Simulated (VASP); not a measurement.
# SnO2 (C2/m) in VASP: a series of runs, part 2 of 2

VASP 6.6.1. Earlier steps stand in the parts before.

### 3 Single point, PBE+D3(BJ)

This run uses another cell than the first one, of the same volume but with other edges.

INCAR

```
  ALGO = Normal
  EDIFF = 1E-6
  ENCUT = 520
  GGA = PE
  ISIF = 2
  ISMEAR = 0
  IVDW = 12
  LASPH = T
  LCHARG = F
  LREAL = F
  LWAVE = F
  NBANDS = 49
  NELM = 60
  PREC = Accurate
  SIGMA = 0.05
```

KPOINTS

```
k-points
0
Gamma
  9 9 2
```

POSCAR

```
SnO2
1.0
   -3.2372529198      0.0000000000      0.0000000000
   -1.6186264599     -2.8035432670      0.0000000000
   -0.9711758759     -0.5607086535     12.6254773976
Sn O
3 6
Direct
    0.5646899429      0.5646899429      0.5098836190
    0.9660100250     -0.0339899750      0.1699498752
    0.1633698608      0.1633698608      0.8498173628
    0.6169853462      0.6169853462      0.2484066022
    0.8143451820     -0.1856548180      0.9282740898
    0.2156652641      0.2156652641      0.5883403460
    0.5123945395      0.5123945395      0.7713606359
    0.9137146216     -0.0862853784      0.4314268921
    0.3150347037      0.3150347037      0.0914931483
```

Potentials or basis: VASP PAW PBE potentials, release 64 (Sn_d, O).

Command:

```sh
$ cat potpaw_PBE.64/Sn_d/POTCAR potpaw_PBE.64/O/POTCAR > POTCAR
$ mpirun -np 1 vasp_std > vasp.out
```

Run time: 3.3 min. Hardware: 1 thread of Intel Xeon Platinum 8375C at 2.90GHz (Ice Lake), shared host; peak memory 0.35 GiB.

The run converged. Its results:

| Item | Value |
| --- | --- |
| Free energy | -56.1171 eV |
| Pressure | 1.6 GPa |
| Largest force | 0.318 eV/Å |
| Band gap on the k mesh | 1.38 eV, direct |
| Dispersion energy per atom | -0.206 eV |

Forces on the atoms (eV/Å):
```
Sn   0.000  0.000  0.000
Sn   0.078  0.045  0.244
Sn  -0.078 -0.045 -0.244
O    0.021  0.012  0.055
O    0.075  0.043 -0.306
O    0.000  0.000  0.057
O   -0.021 -0.012 -0.055
O    0.000  0.000 -0.057
O   -0.075 -0.043  0.306
```

Stress tensor (GPa, compression positive):
```
 0.58 -0.96  0.41
-0.96  1.69  0.23
 0.41  0.23  2.62
```

Levels at points of the mesh, in eV from the valence-band top:
```
           k point  band 37  band 38  band 39  band 40  band 41  band 42
(0.00, 0.00, 0.00)    -1.21    -1.10     0.00     1.38     2.95     3.14
(0.00, 0.00, 0.50)    -1.09    -0.77    -0.60     2.01     2.17     3.48
```

Caveat: spin-orbit coupling is left out, which moves the levels of the heavy elements. As with any semilocal functional, this PBE gap is likely too small.

### 4 Single point, PBE+D3(BJ)

This run uses another cell than the first one, of the same volume but with other edges.

INCAR

```
SYSTEM = SnO2
PREC     = Accurate       ! precision mode
ENCUT    = 520            ! plane-wave cutoff, eV
EDIFF    = 1E-6           ! SCF threshold, eV
ISMEAR   = 0              ! smearing method
SIGMA    = 0.05           ! smearing width, eV
LREAL    = .FALSE.        ! projectors in reciprocal space
LASPH    = .TRUE.         ! aspherical terms in the spheres
NELM     = 80             ! most SCF steps
ALGO     = Normal         ! electronic algorithm
ISIF     = 2              ! what is computed and relaxed
LWAVE    = .FALSE.        ! write WAVECAR
LCHARG   = .FALSE.        ! write CHGCAR
GGA      = PE             ! functional
IVDW     = 12             ! dispersion correction
NBANDS   = 49             ! bands
```

KPOINTS

```
Automatic mesh
0
G
  9 9 2
  0 0 0
```

POSCAR

```
SnO2
1.0
   -3.2372529198      0.0000000000      0.0000000000
   -1.6186264599     -2.8035432670      0.0000000000
   -1.9423517519     -1.1214173069     12.6254773976
Sn O
3 6
Direct
    0.4627132191      0.4627132191      0.5098836190
    0.9320200499     -0.0679799501      0.1699498752
   -0.0065936118     -0.0065936118      0.8498173628
    0.5673040258      0.5673040258      0.2484066022
    0.6286903641     -0.3713096359      0.9282740898
    0.0979971949      0.0979971949      0.5883403460
    0.3581224123      0.3581224123      0.7713606359
    0.8274292432     -0.1725707568      0.4314268921
    0.2967360740      0.2967360740      0.0914931483
```

Command:

```sh
$ cat potpaw_PBE.64/Sn_d/POTCAR potpaw_PBE.64/O/POTCAR > POTCAR
$ mpirun -np 1 vasp_std > vasp.out
```

Run time: 3.8 min. Hardware: 1 thread of Intel Xeon Platinum 8375C at 2.90GHz (Ice Lake), shared host; peak memory 0.36 GiB.

Results (log left out):

| Quantity | Value |
| --- | --- |
| Free energy | -56.1047 eV |
| Pressure | 1.6 GPa |
| Largest force | 0.407 eV/Å |
| Band gap on the k mesh | 1.36 eV, direct |
| Dispersion energy per atom | -0.206 eV |

Forces in eV/Å, atoms in the order of the input:
```
Sn   0.000  0.000  0.000
Sn  -0.040 -0.023  0.303
Sn   0.040  0.023 -0.303
O   -0.003 -0.002  0.055
O   -0.278 -0.161 -0.250
O    0.000  0.000  0.057
O    0.003  0.002 -0.055
O    0.000  0.000 -0.057
O    0.278  0.161  0.250
```

Stress tensor (GPa, compression positive):
```
1.20 0.37 0.55
0.37 0.78 0.32
0.55 0.32 2.79
```

Levels at points of the mesh, in eV from the valence-band top:
| k point | band 37 | band 38 | band 39 | band 40 | band 41 | band 42 |
| --- | --- | --- | --- | --- | --- | --- |
| (0.00, 0.00, 0.00) | -1.23 | -1.17 | 0.00 | 1.36 | 2.93 | 3.11 |
| (0.00, 0.00, 0.50) | -1.17 | -0.78 | -0.59 | 1.98 | 2.16 | 3.46 |

Caveat: spin-orbit coupling is left out, which moves the levels of the heavy elements.

### 5 Single point, PBE+D3(BJ)

This run uses another cell than the first one, of 13.79 Å³/atom, 1.083 times its volume.

INCAR

```
SYSTEM = SnO2
ALGO = Normal ; EDIFF = 1E-6
ENCUT = 520 ; GGA = PE
ISIF = 2 ; ISMEAR = 0
IVDW = 12 ; LASPH = .TRUE.
LCHARG = .TRUE. ; LELF = .TRUE.
LREAL = .FALSE. ; LVHAR = .TRUE.
LWAVE = .FALSE. ; NBANDS = 49
NELM = 100 ; PREC = Accurate
SIGMA = 0.05
```

KPOINTS

```
k-points
0
G
  9 9 2
  0 0 0
```

POSCAR

```
SnO2
1.0
   -3.2372529198      0.0000000000      0.0000000000
   -1.6186264599     -2.8035432670      0.0000000000
   -1.9423517519     -1.1214173069     13.6754773976
Sn O
3 6
Direct
    0.4783727177      0.4783727177      0.4707348724
    0.9372395348     -0.0627604652      0.1569011630
    0.0195059006      0.0195059006      0.7845685818
    0.5749330664      0.5749330664      0.2293340005
    0.6571994323     -0.3428005677      0.8570014193
    0.1160662494      0.1160662494      0.5431677099
    0.3818123690      0.3818123690      0.7121357442
    0.8406791861     -0.1593208139      0.3983020348
    0.2995460031      0.2995460031      0.0844683255
```

Potentials or basis: VASP PAW PBE potentials, release 64 (Sn_d, O).

Command:

```sh
$ cat potpaw_PBE.64/Sn_d/POTCAR potpaw_PBE.64/O/POTCAR > POTCAR
$ mpirun -np 1 vasp_std > vasp.out
```

OUTCAR:

```text
SYSTEM = SnO2
   EDIFF = 1E-6
   ENCUT = 520
   GGA = PE
   ISIF = 2
   ISMEAR = 0
   IVDW = 12
   LASPH = .TRUE.
   LREAL = .FALSE.
   NELM = 100
   PREC = Accurate
 IVDW          = 12

 ion  position               nearest neighbor table
   1  0.478  0.478  0.471-   6 2.12   6 2.12   6 2.12   8 2.12   8 2.12   8 2.12
   2  0.937  0.937  0.157-   9 2.12   4 2.12   4 2.12   9 2.12   9 2.12   4 2.12
   3  0.020  0.020  0.785-   5 2.12   5 2.12   5 2.12   7 2.12   7 2.12   7 2.12
   4  0.575  0.575  0.229-   2 2.12   2 2.12   2 2.12
   5  0.657  0.657  0.857-   3 2.12   3 2.12   3 2.12
[... 1474 lines left out ...]
  Total       0.23109     0.20242     0.17417     0.02483     0.00982     0.01700
  in kB       2.98306     2.61298     2.24827     0.32050     0.12671     0.21947
  external pressure =        2.61 kB  Pullay stress =        0.00 kB

 VOLUME and BASIS-vectors are now :
 -----------------------------------------------------------------------------
  energy-cutoff  :      520.00
  volume of cell :      124.12
      direct lattice vectors                 reciprocal lattice vectors
    -3.237252920  0.000000000  0.000000000    -0.308903884  0.178345741 -0.029249436
    -1.618626460 -2.803543267  0.000000000     0.000000000 -0.356691481 -0.029249436
    -1.942351752 -1.121417307 13.675477398     0.000000000  0.000000000  0.073123590

 POSITION                                       TOTAL-FORCE (eV/Angst)
 -----------------------------------------------------------------------------------
     -3.23725     -1.86903      6.43752         0.000000     -0.000000      0.000000
     -4.85588     -2.80354      2.14570        -0.003963     -0.002288      0.106292
     -1.61863     -0.93451     10.72935         0.003963      0.002288     -0.106292
     -3.23725     -1.86903      3.13625        -0.000236     -0.000136      0.062343
     -4.85588     -2.80354     11.71990        -0.012231     -0.007062      0.257520
     -1.61863     -0.93451      7.42808        -0.000072     -0.000042      0.055385
     -3.23725     -1.86903      9.73880         0.000236      0.000136     -0.062343
     -4.85588     -2.80354      5.44697         0.000072      0.000042     -0.055385
     -1.61863     -0.93451      1.15514         0.012231      0.007062     -0.257520
 -----------------------------------------------------------------------------------
    total drift:                                0.000018      0.000011     -0.000039

  FREE ENERGIE OF THE ION-ELECTRON SYSTEM (eV)
  ---------------------------------------------------
  free  energy   TOTEN  =       -56.2061962296 eV

  energy  without entropy=      -56.2061962296  energy(sigma->0) =      -56.20619623
```

Run time: 3 min. Hardware: 1 thread of Intel Xeon 6975P-C (Granite Rapids), shared host; peak memory 0.38 GiB.

What came out:

| Item | Value |
| --- | --- |
| Free energy | -56.2062 eV |
| Pressure | 0.3 GPa |
| Largest force | 0.258 eV/Å |
| Band gap on the k mesh | 1.77 eV, indirect (least direct gap 1.84 eV) |
| Dispersion energy per atom | -0.189 eV |

Forces on the atoms (eV/Å):
```
Sn   0.000  0.000  0.000
Sn  -0.004 -0.002  0.106
Sn   0.004  0.002 -0.106
O    0.000  0.000  0.062
O   -0.012 -0.007  0.258
O    0.000  0.000  0.055
O    0.000  0.000 -0.062
O    0.000  0.000 -0.055
O    0.012  0.007 -0.258
```

Caveat: spin-orbit coupling is left out, which moves the levels of the heavy elements.

### 6 The runs side by side

| cell | gap on the mesh (eV) | pressure (GPa) | largest force (eV/Å) |
| --- | --- | --- | --- |
| a = 3.237, b = 3.237, c = 13.399 Å, angles 73.1, 73.1, 60.0°, 9 atoms | 0.88 | 3.2 | 1.74 |
| a = 3.237, b = 3.237, c = 12.675 Å, angles 85.6, 85.6, 60.0°, 9 atoms | 1.38 | 1.6 | 0.32 |
| a = 3.237, b = 3.237, c = 12.823 Å, angles 81.3, 81.3, 60.0°, 9 atoms | 1.36 | 1.6 | 0.41 |
| a = 3.237, b = 3.237, c = 13.858 Å, angles 81.9, 81.9, 60.0°, 9 atoms | 1.77 | 0.3 | 0.26 |

Alike in all rows: task single point; level PBE+D3(BJ); potentials or basis VASP PAW PBE potentials, release 64 (Sn_d, O); no spin polarisation; k mesh 9 × 9 × 2; cutoff (eV) 520; smearing gaussian 0.05 eV.

Caveats: spin-orbit coupling is left out, which moves the levels of the heavy elements; forces of over 1 eV/Å act on the atoms, so gaps and moduli don't describe the material at rest (some runs).

Absolute energies hang on the potentials; compare differences alone.
